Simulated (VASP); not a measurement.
# Pt (P6_3/mmc) in VASP: notebook, part 2 of 3

VASP 6.6.1. The steps go on from the part before.

## (4) Single point, PBEsol

This run uses another cell than the first one, of 15.50 Å³/atom, 1.043 times its volume.

Contents of INCAR:

```
  PREC = Accurate
  ENCUT = 520
  EDIFF = 1E-7
  ISMEAR = -1
  SIGMA = 0.1
  LREAL = False
  LASPH = True
  NELM = 60
  ALGO = Normal
  ISIF = 2
  LWAVE = False
  LCHARG = False
  GGA = PS
  NBANDS = 17
```

Contents of KPOINTS:

```
Automatic mesh
0
Gamma
  12 12 6
```

Contents of POSCAR:

```
Pt
1.0
    2.7421374820      0.0000000000      0.0000000000
   -1.3710687410      2.3747608320      0.0000000000
    0.0000000000      0.0000000000      4.7599710578
Pt
2
Direct
    0.6666666667      0.3333333333      0.7500000000
    0.3333333333      0.6666666667      0.2500000000
```

Potentials or basis: VASP PAW PBE potentials, release 64 (Pt).

The run is started by

```
$ cat potpaw_PBE.64/Pt/POTCAR > POTCAR
$ mpirun -np 1 vasp_std > vasp.out
```

OUTCAR:

```text
PREC = Accurate
   ENCUT = 520
   EDIFF = 1E-7
   ISMEAR = -1
   LREAL = False
   LASPH = True
   NELM = 60
   ISIF = 2
   GGA = PS

 ion  position               nearest neighbor table
   1  0.667  0.333  0.750-   2 2.86   2 2.86   2 2.86   2 2.86   2 2.86   2 2.86
   2  0.333  0.667  0.250-   1 2.86   1 2.86   1 2.86   1 2.86   1 2.86   1 2.86

  LATTYP: Found a hexagonal cell.
 ALAT       =     2.7421374820
 C/A-ratio  =     1.7358615639

  Lattice vectors:

 A1 = (   2.7421374820,   0.0000000000,   0.0000000000)
 A2 = (  -1.3710687410,   2.3747608320,   0.0000000000)
 A3 = (   0.0000000000,   0.0000000000,   4.7599710578)

Analysis of symmetry for initial positions (statically):
=====================================================================
 Subroutine PRICEL returns:
 Original cell was already a primitive cell.

 Routine SETGRP: Setting up the symmetry group for a
 hexagonal supercell.

 Subroutine GETGRP returns: Found 24 space group operations
 (whereof 12 operations were pure point group operations)
 out of a pool of 24 trial point group operations.

The static configuration has the point symmetry D_3d.
 The point group associated with its full space group is D_6h.

Analysis of symmetry for dynamics (positions and initial velocities):
=====================================================================
 Subroutine PRICEL returns:
 Original cell was already a primitive cell.

 Routine SETGRP: Setting up the symmetry group for a
 hexagonal supercell.

 Subroutine GETGRP returns: Found 24 space group operations
 (whereof 12 operations were pure point group operations)
 out of a pool of 24 trial point group operations.

The dynamic configuration has the point symmetry D_3d.
 The point group associated with its full space group is D_6h.

 Subroutine INISYM returns: Found 24 space group operations
 (whereof 12 operations are pure point group operations),
 and found     1 'primitive' translations

----------------------------------------------------------------------------------------

                                     Primitive cell

  volume of cell :      30.9966

  direct lattice vectors                    reciprocal lattice vectors
     2.742137482  0.000000000  0.000000000     0.364679016  0.210547518  0.000000000
    -1.371068741  2.374760832  0.000000000     0.000000000  0.421095037  0.000000000
     0.000000000  0.000000000  4.759971058     0.000000000  0.000000000  0.210085311

  length of vectors
     2.742137482  2.742137579  4.759971058     0.421095052  0.421095037  0.210085311

  position of ions in fractional coordinates (direct lattice)
     0.666666667  0.333333333  0.750000000
     0.333333333  0.666666667  0.250000000

  ion indices of the primitive-cell ions
   primitive index   ion index
                 1           1
                 2           2

----------------------------------------------------------------------------------------

 KPOINTS: Automatic mesh

Automatic generation of k-mesh.
 Grid dimensions read from file:
 generate k-points for:   12   12    6

 Generating k-lattice:

  Cartesian coordinates                     Fractional coordinates (reciprocal lattice)
     0.030389918  0.017545627  0.000000000     0.083333333  0.000000000  0.000000000
     0.000000000  0.035091253  0.000000000     0.000000000  0.083333333  0.000000000
     0.000000000  0.000000000  0.035014218     0.000000000  0.000000000  0.166666667

  Length of vectors
     0.035091254  0.035091253  0.035014218

  Shift w.r.t. Gamma in fractional coordinates (k-lattice)
     0.000000000  0.000000000  0.000000000

 Subroutine IBZKPT returns following result:
 ===========================================

 Found     76 irreducible k-points:

 Following reciprocal coordinates:
            Coordinates               Weight
  0.000000  0.000000  0.000000      1.000000
  0.083333  0.000000  0.000000      6.000000
  0.166667  0.000000  0.000000      6.000000
  0.250000  0.000000  0.000000      6.000000
  0.333333  0.000000  0.000000      6.000000
  0.416667  0.000000  0.000000      6.000000
[... 16 lines left out ...]
  0.250000  0.000000  0.166667     12.000000
  0.333333  0.000000  0.166667     12.000000
 [... further k-points ...]
   k-points           NKPTS =     76   k-points in BZ     NKDIM =     76   number of bands    NBANDS=     17
   number of dos      NEDOS =    301   number of ions     NIONS =      2
   total plane-waves  NPLWV =  14400
   dimension x,y,z NGX =    20 NGY =   20 NGZ =   36
   dimension x,y,z NGXF=    40 NGYF=   40 NGZF=   72
   ions per type =               2
   NGX,Y,Z   is equivalent  to a cutoff of  12.13, 12.13, 12.57 a.u.
   NGXF,Y,Z  is equivalent  to a cutoff of  24.25, 24.25, 25.15 a.u.
 SYSTEM =  unknown system
   PREC   = accura    normal or accurate (medium, high low for compatibility)
   ISTART =      0    job   : 0-new  1-cont  2-samecut
   ICHARG =      2    charge: 1-file 2-atom 10-const
   ISPIN  =      1    spin polarized calculation?
   LNONCOLLINEAR =      F non collinear calculations
   LSORBIT =      F    spin-orbit coupling
   LASPH  =      T    aspherical Exc in radial PAW
   ENCUT  =  520.0 eV  38.22 Ry    6.18 a.u.   5.10  5.10  8.85*2*pi/ulx,y,z
   NELM   =     60;   NELMIN=  2; NELMDL= -5     # of ELM steps
   EDIFF  = 0.1E-06   stopping-criterion for ELM
   LREAL  =      F    real-space projection
   EDIFFG = 0.1E-05   stopping-criterion for IOM
   NSW    =      0    number of steps for IOM
   IBRION =     -1    ionic relax: 0-MD 1-quasi-New 2-CG
   NFREE  =      0    steps in history (QN), initial steepest desc. (CG)
   ISIF   =      2    stress and relaxation
   ISYM   =      2    0-nonsym 1-usesym 2-fastsym
   POTIM  = 0.5000    time-step for ionic-motion
   TEBEG  =    0.0;   TEEND  =   0.0 temperature during run
   PSTRESS=    0.0 pullay stress
   NELECT =      20.0000    total number of electrons
   NUPDOWN=      -1.0000    fix difference up-down
   EMIN   =  10.00;   EMAX   =-10.00  energy-range for DOS
   EFERMI =   0.00;   METHOD = LEGACY
   ISMEAR =    -1;   SIGMA  =   0.10  broadening in eV -4-tet -1-fermi 0-gaus
   EFERMI_NEDOS =   21; number of points for ismear=-14 and -15
   IALGO  =     38    algorithm
   IMIX   =      4    mixing-type and parameters
     AMIX     =   0.40;   BMIX     =  1.00
     AMIX_MAG =   1.60;   BMIX_MAG =  1.00
  volume/ion in A,a.u.               =      15.50       104.59
  Fermi-wavevector in a.u.,A,eV,Ry     =   1.414644  2.673289 27.228202  2.001216
  Thomas-Fermi vector in A             =   2.536164
   LORBIT       =      0    0 simple, 1 ext, 2 COOP (PROOUT), +10 PAW based schemes
   GGA     = PS    functional components
   LHFCALC =     F    Hartree Fock is set to
   AEXX    =    0.0000 exact exchange contribution
   IVDW    =     0    specifies the selected vdW correction
   LEPSILON=     F    determine dielectric tensor
   LRPA    =     F    only Hartree local field effects (RPA)
 non-spin polarized calculation
  energy-cutoff  :      520.00
  volume of cell :       31.00
 maximum number of plane-waves:       848
   NGX = 11   NGY = 11   NGZ = 17

 number of electron      20.0000000 magnetization

 Free energy of the ion-electron system (eV)
  ---------------------------------------------------
  ext. energy  EPLUGINS =         0.00000000
  ---------------------------------------------------
  free energy    TOTEN  =       -13.84319995 eV

  energy without entropy =      -13.72457749  energy(sigma->0) =      -13.78388872

 E-fermi :  10.5559     XC(G=0): -13.4622

 val. band max:       10.5535674710   @ k =   0.2500   0.1667   0.5000
 cond. band min:      10.5575117265   @ k =   0.4167   0.0000   0.1667
 fundamental gap:      0.0039442555
 Fermi energy:        10.5558775684

 k-point     1 :       0.0000    0.0000    0.0000
  band No.  band energies     occupation
      1       0.5831      2.00000
      2       3.2707      2.00000
      3       6.4785      2.00000
      4       7.0234      2.00000
      5       7.0234      2.00000
      6       7.4018      2.00000
[... 9 lines left out ...]
     16      27.8286      0.00000
     17      31.7785      0.00000
[... 441 lines left out ...]
 k-point    24 :       0.3333    0.0000    0.1667
  band No.  band energies     occupation
      1       3.5146      2.00000
      2       4.4065      2.00000
      3       5.3789      2.00000
      4       6.1162      2.00000
      5       7.1806      2.00000
      6       7.7479      2.00000
[... 9 lines left out ...]
     16      25.0869      0.00000
     17      26.3798      0.00000

 [... further k-points ...]

------------------------ aborting loop because EDIFF is reached ----------------------------------------

  FORCE on cell =-STRESS in cart. coord.  units (eV):
  Direction    XX          YY          ZZ          XY          YZ          ZX
  --------------------------------------------------------------------------------------
  -------------------------------------------------------------------------------------
  Total       -1.0840408     -1.0840409     -1.3631094      0.0000000      0.0000000      0.0000000
  in kB      -56.0328618    -56.0328671    -70.4576052      0.0000000      0.0000000      0.0000000
  external PRESSURE =     -60.8411114 kB  Pullay stress =       0.0000000 kB

 VOLUME and BASIS-vectors are now :
 -----------------------------------------------------------------------------
  energy-cutoff  :      520.00
  volume of cell :       31.00
      direct lattice vectors                 reciprocal lattice vectors
     2.742137482  0.000000000  0.000000000     0.364679016  0.210547518  0.000000000
    -1.371068741  2.374760832  0.000000000     0.000000000  0.421095037  0.000000000
     0.000000000  0.000000000  4.759971058     0.000000000  0.000000000  0.210085311

 POSITION                                       TOTAL-FORCE (eV/Angst)
 -----------------------------------------------------------------------------------
      1.37107      0.79159      3.56998         0.000000      0.000000      0.000000
     -0.00000      1.58317      1.18999        -0.000000     -0.000000      0.000000
 -----------------------------------------------------------------------------------
    total drift:                               -0.000000      0.000000     -0.000000

  FREE ENERGIE OF THE ION-ELECTRON SYSTEM (eV)
  ---------------------------------------------------
  free  energy   TOTEN  =       -13.8431999450 eV

  energy  without entropy=      -13.7245774890  energy(sigma->0) =      -13.78388872
```

OSZICAR:

```text
N       E                     dE             d eps       ncg     rms          rms(c)
DAV:   1     0.100750476140E+03    0.10075E+03   -0.10402E+04  2584   0.113E+03
DAV:   2    -0.129706669114E+02   -0.11372E+03   -0.10824E+03  2782   0.246E+02
DAV:   3    -0.147460449536E+02   -0.17754E+01   -0.17435E+01  3198   0.308E+01
DAV:   4    -0.147548954598E+02   -0.88505E-02   -0.88488E-02  3067   0.225E+00
DAV:   5    -0.147549825520E+02   -0.87092E-04   -0.87091E-04  3262   0.233E-01    0.176E+01
DAV:   6    -0.139324240874E+02    0.82256E+00   -0.12936E+00  2703   0.101E+01    0.903E+00
DAV:   7    -0.138518651108E+02    0.80559E-01   -0.21724E-01  3090   0.409E+00    0.309E+00
DAV:   8    -0.138436985262E+02    0.81666E-02   -0.23432E-02  2778   0.127E+00    0.901E-01
DAV:   9    -0.138431894821E+02    0.50904E-03   -0.45790E-04  2906   0.184E-01    0.448E-02
DAV:  10    -0.138431984699E+02   -0.89878E-05   -0.70066E-06  3260   0.170E-02    0.626E-03
DAV:  11    -0.138432000386E+02   -0.15687E-05   -0.53349E-07  3052   0.566E-03    0.512E-03
DAV:  12    -0.138431999450E+02    0.93605E-07   -0.34069E-08  1514   0.159E-03
   1 F= -.13843200E+02 E0= -.13783889E+02  d E =-.118622E+00
```

It took 12 s on 1 thread of Intel Xeon 6975P-C (Granite Rapids), shared host; peak memory 0.16 GiB.

What came out:

| Property | Result |
| --- | --- |
| Free energy | -13.8432 eV |
| Pressure | -6.1 GPa |
| Band gap on the k mesh | zero (band 10 reaches 11.07 eV, above the bottom of band 11 at 9.74 eV) |

Stress tensor (GPa, compression positive):
```
-5.60  0.00  0.00
 0.00 -5.60  0.00
 0.00  0.00 -7.05
```

Caveat: the PAW data sets were made with another functional, which shifts forces and pressure a little; spin-orbit coupling is left out, which moves the levels of the heavy elements.

## (5) Single point, PBEsol

This run uses another cell than the first one, of 15.81 Å³/atom, 1.064 times its volume.

Contents of INCAR:

```
PREC = Accurate ; ENCUT = 520
EDIFF = 1E-6 ; ISMEAR = -1
SIGMA = 0.1 ; LREAL = False
LASPH = True ; NELM = 60
ALGO = Normal ; ISIF = 2
LWAVE = False ; LCHARG = False
GGA = PS ; NBANDS = 17
```

KPOINTS is that of step 4.

Contents of POSCAR:

```
Pt
1.0
    2.7606660000      0.0000000000      0.0000000000
   -1.3803330000      2.3908070000      0.0000000000
    0.0000000000      0.0000000000      4.7921340000
Pt
2
Direct
    0.6666666667      0.3333333333      0.7500000000
    0.3333333333      0.6666666667      0.2500000000
```

The run is started by

```
$ cat potpaw_PBE.64/Pt/POTCAR > POTCAR
$ mpirun -np 1 vasp_std > vasp.out
```

Wall time 12 s (1 thread of Intel Xeon 6975P-C (Granite Rapids), shared host); peak memory 0.17 GiB.

The run converged. Its results:

```
Free energy            : -13.8101 eV
Pressure               : -10.8 GPa
Band gap on the k mesh : zero (band 10 reaches 10.68 eV, above the bottom of band 11 at 9.39 eV)
```

Stress tensor (GPa, compression positive):
```
-10.58   0.00   0.00
  0.00 -10.58   0.00
  0.00   0.00 -11.35
```

Levels at points of the mesh, in eV from the Fermi level:
| k point | band 6 | band 7 | band 8 | band 9 | band 10 | band 11 | band 12 | band 13 | band 14 | band 15 |
| --- | --- | --- | --- | --- | --- | --- | --- | --- | --- | --- |
| (0.00, 0.00, 0.00) | -3.05 | -3.05 | -1.80 | -1.80 | -0.79 | -0.22 | -0.22 | 4.63 | 15.10 | 15.66 |
| (0.50, 0.00, 0.00) | -2.94 | -2.62 | 0.00 | 0.30 | 0.50 | 2.23 | 3.70 | 7.20 | 8.77 | 9.44 |
| (0.00, 0.00, 0.50) | -3.41 | -3.41 | -3.41 | -0.79 | -0.79 | -0.79 | -0.79 | 11.85 | 11.85 | 15.52 |
| (0.50, 0.00, 0.50) | -1.80 | -0.87 | -0.87 | 0.41 | 0.41 | 1.66 | 1.66 | 6.41 | 6.41 | 14.08 |

Caveat: the PAW data sets were made with another functional, which shifts forces and pressure a little; spin-orbit coupling is left out, which moves the levels of the heavy elements.

(Part 2 of 3 ends here.)
